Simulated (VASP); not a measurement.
Runs of VASP 6.6.1 on TiO. The structure is that of space group Pm-3m (No. 221), or close to it. The cells are those of the table. 

```tsv
task	spin	fixed moment (μB)	cell	k mesh	cutoff (eV)	gap on the mesh (eV)	pressure (GPa)	moment (μB)
single point	collinear	-	a = 4.087 Å, 6 atoms	4 × 4 × 4	520	none	-3.4	1.04
single point	off	-	a = 4.056 Å, 6 atoms	10 × 10 × 10	520	none	(a)	-
single point	off	-	a = 3.886 Å, 6 atoms	10 × 10 × 10	520	none	(b)	-
single point	collinear, zero start	0.0	a = 4.087 Å, 6 atoms	10 × 10 × 10	520	-	-3.7	0.00
relaxation of cell and atoms	off	-	relaxed from a = 4.087 Å, 6 atoms	10 × 10 × 10	600	none	0.0	-
```

Alike in all rows: level r2SCAN; potentials or basis VASP PAW PBE potentials, release 64 (Ti_sv, O); smearing gaussian 0.1 eV.

**Question.** Estimate the missing entries.

**Answer.** (a) 2.1; (b) 39.3.

Caveats: some runs use coarse meshes; the PAW data sets were made with another functional, which shifts forces and pressure a little; semilocal functionals often make such compounds metallic where correlation or magnetic order opens a gap, which also shifts bond lengths (at least some runs); a moment this small can come from the mesh or the smearing (at least some runs); the cell stands under pressure (at least some runs); the cell stands under tension (at least some runs); the total moment is fixed, so each spin has its own Fermi level (at least some runs).

A gap of «none» marks levels without a gap at the run's occupations.
